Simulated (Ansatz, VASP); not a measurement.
# InAgS in VASP and in Ansatz

```
CELL_PARAMETERS angstrom
4.30680 0.00000 0.00000
0.00000 4.30680 0.00000
0.00000 0.00000 4.69681
ATOMIC_POSITIONS crystal
In 0.00000 0.00000 0.00000
Ag 0.50000 0.50000 0.50000
S 0.50000 0.50000 0.00000
```

Alike in both runs: functional PBE; k mesh 4 × 4 × 4; occupations gaussian, width 0.1 eV; no spin polarisation.

Ansatz relaxed the structure, and its values are those at the end. VASP's run is a single point on that final structure, the one shown.

|  | VASP | Ansatz |
| --- | --- | --- |
| version | VASP 6.6.1 | Ansatz 0.2.0 |
| potentials or method | VASP PAW PBE potentials, release 64 (In_d, Ag, S), cutoff 520 eV | scalar-relativistic, plane waves, PAW |
| valence electrons in the cell | 30 | 38 |

VASP gave:

* gap on the k mesh at the Fermi level (eV): none
* pressure (GPa): 0.0

Question: Which values does Ansatz return?

Answer: gap on the k mesh at the Fermi level (eV): none; pressure (GPa): 0.1.

A gap of «none» marks a metal or a gap that the smearing closes. With one functional, cell and mesh, what is left measures potentials, basis and numerics. VASP's potentials hold 30 valence electrons a cell and Ansatz's 38, so a difference there can come from the potentials and not from the codes.

The k mesh is coarse, so the values compare programs but aren't converged.
